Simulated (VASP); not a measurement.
# ZnF2 (P4_2/mnm) in VASP: further runs, part 2 of 2

VASP 6.6.1. The steps go on from the part before.

## (3) Single point, r2SCAN

POSCAR reads:

```
ZnF2
1.0
    4.7033647456      0.0000000000      0.0000000000
    0.0000000000      4.7033647456      0.0000000000
    0.0000000000      0.0000000000      3.1267863794
Zn F
2 4
Direct
    0.0000000000      0.0000000000      0.0000000000
    0.5000000000      0.5000000000      0.5000000000
    0.3031901719      0.3031901719      0.0000000000
    0.1968098281      0.8031901719      0.5000000000
    0.8031901719      0.1968098281      0.5000000000
    0.6968098281      0.6968098281      0.0000000000
```

INCAR.step1 reads:

```
SYSTEM = ZnF2
  PREC = Accurate
  ENCUT = 660
  ISMEAR = 0
  SIGMA = 0.01
  LREAL = .FALSE.
  LASPH = .TRUE.
  NELM = 120
  NBANDS = 35
  GGA = PE
  ALGO = Normal
  EDIFF = 1E-5
  LWAVE = .TRUE.
  LCHARG = .FALSE.
  GGA_COMPAT = .FALSE.
```

INCAR.step2 reads:

```
SYSTEM = ZnF2
  PREC = Accurate
  ENCUT = 660
  EDIFF = 1E-6
  ISMEAR = 0
  SIGMA = 0.01
  LREAL = .FALSE.
  LASPH = .TRUE.
  NELM = 120
  ALGO = Normal
  ISIF = 2
  LWAVE = .FALSE.
  LCHARG = .FALSE.
  METAGGA = R2SCAN
  LMIXTAU = .TRUE.
  NBANDS = 35
  ISTART = 1
  GGA_COMPAT = .FALSE.
```

KPOINTS reads:

```
Automatic mesh
0
G
  6 6 8
  0 0 0
```

Potentials or basis: VASP PAW PBE potentials, release 64 (Zn, F).

Launch:

```console
> cat potpaw_PBE.64/Zn/POTCAR potpaw_PBE.64/F/POTCAR > POTCAR
> cp INCAR.step1 INCAR
> mpirun -np 1 vasp_std > vasp.out
> cp INCAR.step2 INCAR
> mpirun -np 1 vasp_std > vasp.out
```

OUTCAR:

```text
SYSTEM = ZnF2
   PREC = Accurate
   ENCUT = 660
   EDIFF = 1E-6
   ISMEAR = 0
   LREAL = .FALSE.
   LASPH = .TRUE.
   NELM = 120
   ISIF = 2
   METAGGA = R2SCAN
   ISTART = 1

 ion  position               nearest neighbor table
   1  0.000  0.000  0.000-   3 2.02   6 2.02   5 2.04   4 2.04   4 2.04   5 2.04
   2  0.500  0.500  0.500-   4 2.02   5 2.02   3 2.04   6 2.04   3 2.04   6 2.04
   3  0.303  0.303  0.000-   1 2.02   2 2.04   2 2.04
   4  0.197  0.803  0.500-   2 2.02   1 2.04   1 2.04
   5  0.803  0.197  0.500-   2 2.02   1 2.04   1 2.04
   6  0.697  0.697  0.000-   1 2.02   2 2.04   2 2.04

  LATTYP: Found a simple tetragonal cell.
 ALAT       =     4.7033647456
 C/A-ratio  =     0.6647977668

  Lattice vectors:

 A1 = (   4.7033647456,   0.0000000000,   0.0000000000)
 A2 = (   0.0000000000,   4.7033647456,   0.0000000000)
 A3 = (   0.0000000000,   0.0000000000,   3.1267863794)

Analysis of symmetry for initial positions (statically):
=====================================================================
 Subroutine PRICEL returns:
 Original cell was already a primitive cell.

 Routine SETGRP: Setting up the symmetry group for a
 simple tetragonal supercell.

 Subroutine GETGRP returns: Found 16 space group operations
 (whereof  8 operations were pure point group operations)
 out of a pool of 16 trial point group operations.

The static configuration has the point symmetry D_2h.
 The point group associated with its full space group is D_4h.

Analysis of symmetry for dynamics (positions and initial velocities):
=====================================================================
 Subroutine PRICEL returns:
 Original cell was already a primitive cell.

 Routine SETGRP: Setting up the symmetry group for a
 simple tetragonal supercell.

[... 131 lines left out ...]
   IMIX   =      4    mixing-type and parameters
     AMIX     =   0.40;   BMIX     =  1.00
     AMIX_MAG =   1.60;   BMIX_MAG =  1.00
  volume/ion in A,a.u.               =      11.53        77.80
  Fermi-wavevector in a.u.,A,eV,Ry     =   1.488575  2.812999 30.148551  2.215856
  Thomas-Fermi vector in A             =   2.601593
   LORBIT       =      0    0 simple, 1 ext, 2 COOP (PROOUT), +10 PAW based schemes
   METAGGA = R2SCAN    functional components
   LHFCALC =     F    Hartree Fock is set to
   AEXX    =    0.0000 exact exchange contribution
   IVDW    =     0    specifies the selected vdW correction
   LEPSILON=     F    determine dielectric tensor
   LRPA    =     F    only Hartree local field effects (RPA)
 non-spin polarized calculation
 Gauss-broadening in eV      SIGMA  =   0.01
  energy-cutoff  :      660.00
  volume of cell :       69.17
 maximum number of plane-waves:      2696
 NGX is ok and might be reduce to    40
   NGX = 19   NGY = 19   NGZ = 13

 number of electron      52.0000011 magnetization

 Free energy of the ion-electron system (eV)
  ---------------------------------------------------
  ext. energy  EPLUGINS =         0.00000000
  ---------------------------------------------------
  free energy    TOTEN  =       -45.68690081 eV

  energy without entropy =      -45.68690081  energy(sigma->0) =      -45.68690081

 E-fermi :  -1.5573     XC(G=0): -10.9696

 val. band max:       -1.6109736440   @ k =   0.0000   0.0000   0.0000
 cond. band min:       2.6081179650   @ k =   0.0000   0.0000   0.0000
 fundamental gap:      4.2190916090
 Fermi energy:        -1.5573267305

 k-point     1 :       0.0000    0.0000    0.0000
  band No.  band energies     occupation
      1     -24.7512      2.00000
      2     -24.0093      2.00000
      3     -24.0093      2.00000
      4     -23.9709      2.00000
      5      -7.9112      2.00000
      6      -7.0741      2.00000
[... 901 lines left out ...]
     34      13.4418      0.00000
     35      15.5968      0.00000

 [... further k-points ...]

------------------------ aborting loop because EDIFF is reached ----------------------------------------

  FORCE on cell =-STRESS in cart. coord.  units (eV):
  Direction    XX          YY          ZZ          XY          YZ          ZX
  --------------------------------------------------------------------------------------
  -------------------------------------------------------------------------------------
  Total        0.1067813      0.1067813      0.2132815      0.0000000      0.0000000      0.0000000
  in kB        2.4733767      2.4733767      4.9402418      0.0000000      0.0000000      0.0000000
  external PRESSURE =       3.2956651 kB  Pullay stress =       0.0000000 kB

 VOLUME and BASIS-vectors are now :
 -----------------------------------------------------------------------------
  energy-cutoff  :      660.00
  volume of cell :       69.17
      direct lattice vectors                 reciprocal lattice vectors
     4.703364746  0.000000000  0.000000000     0.212613747  0.000000000  0.000000000
     0.000000000  4.703364746  0.000000000     0.000000000  0.212613747  0.000000000
     0.000000000  0.000000000  3.126786379     0.000000000  0.000000000  0.319817179

 POSITION                                       TOTAL-FORCE (eV/Angst)
 -----------------------------------------------------------------------------------
      0.00000      0.00000      0.00000         0.000000      0.000000      0.000000
      2.35168      2.35168      1.56339         0.000000      0.000000      0.000000
      1.42601      1.42601      0.00000        -0.010308     -0.010308      0.000000
      0.92567      3.77770      1.56339         0.010308     -0.010308      0.000000
      3.77770      0.92567      1.56339        -0.010308      0.010308      0.000000
      3.27735      3.27735      0.00000         0.010308      0.010308     -0.000000
 -----------------------------------------------------------------------------------
    total drift:                                0.000000     -0.000000      0.000000

  FREE ENERGIE OF THE ION-ELECTRON SYSTEM (eV)
  ---------------------------------------------------
  free  energy   TOTEN  =       -45.6869008143 eV

  energy  without entropy=      -45.6869008143  energy(sigma->0) =      -45.68690081
```

OUTCAR.step1:

```text
SYSTEM = ZnF2
   PREC = Accurate
   ENCUT = 660
   ISMEAR = 0
   LREAL = .FALSE.
   LASPH = .TRUE.
   NELM = 120
[... 1151 lines left out ...]
      0.92567      3.77770      1.56339         0.030476     -0.030476     -0.000000
      3.77770      0.92567      1.56339        -0.030476      0.030476     -0.000000
      3.27735      3.27735      0.00000         0.030476      0.030476     -0.000000
 -----------------------------------------------------------------------------------
    total drift:                                0.000000     -0.000000      0.000000

  FREE ENERGIE OF THE ION-ELECTRON SYSTEM (eV)
  ---------------------------------------------------
  free  energy   TOTEN  =       -23.1625804244 eV

  energy  without entropy=      -23.1625804244  energy(sigma->0) =      -23.16258042
```

OSZICAR.step1:

```text
N       E                     dE             d eps       ncg     rms          rms(c)
DAV:   1     0.674377281278E+03    0.67438E+03   -0.30854E+04  3532   0.239E+03
DAV:   2     0.589871250433E+02   -0.61539E+03   -0.57670E+03  3652   0.564E+02
DAV:   3    -0.235601707803E+02   -0.82547E+02   -0.81570E+02  3908   0.201E+02
DAV:   4    -0.258927631696E+02   -0.23326E+01   -0.23260E+01  4082   0.355E+01
DAV:   5    -0.259088521838E+02   -0.16089E-01   -0.16086E-01  4036   0.307E+00    0.142E+01
DAV:   6    -0.230942091824E+02    0.28146E+01   -0.59098E+00  5039   0.417E+01    0.858E+00
DAV:   7    -0.231930982568E+02   -0.98889E-01   -0.19958E+00  3671   0.953E+00    0.523E+00
DAV:   8    -0.232045783472E+02   -0.11480E-01   -0.41816E-01  5264   0.129E+01    0.154E+00
DAV:   9    -0.231601943708E+02    0.44384E-01   -0.15929E-01  5405   0.135E+01    0.343E-01
DAV:  10    -0.231627865369E+02   -0.25922E-02   -0.29008E-02  3917   0.159E+00    0.196E-01
DAV:  11    -0.231625252406E+02    0.26130E-03   -0.17530E-03  5188   0.522E-01    0.571E-02
DAV:  12    -0.231625730341E+02   -0.47794E-04   -0.23478E-04  4087   0.443E-01    0.253E-02
DAV:  13    -0.231625800775E+02   -0.70434E-05   -0.19410E-04  3868   0.105E-01    0.839E-03
DAV:  14    -0.231625804244E+02   -0.34684E-06   -0.73938E-06  1916   0.464E-02
   1 F= -.23162580E+02 E0= -.23162580E+02  d E =-.429385E-35
```

Run time: 5.4 min. Hardware: 1 thread of Intel Xeon Platinum 8488C (Sapphire Rapids), shared host; peak memory 0.29 GiB.

Results:

```yaml
Free_energy: -45.6869 eV
Pressure: 0.3 GPa
Largest_force: 0.015 eV/Å
Band_gap_on_the_k_mesh: 4.22 eV
```

Forces on the atoms (eV/Å):
```
Zn   0.000  0.000  0.000
Zn   0.000  0.000  0.000
F   -0.010 -0.010  0.000
F    0.010 -0.010  0.000
F   -0.010  0.010  0.000
F    0.010  0.010  0.000
```

Stress tensor (GPa, compression positive):
```
0.25 0.00 0.00
0.00 0.25 0.00
0.00 0.00 0.49
```

Caveat: the structure was generated, so it needn't be the stable form of ZnF2; the PAW data sets were made with another functional, which shifts forces and pressure a little.
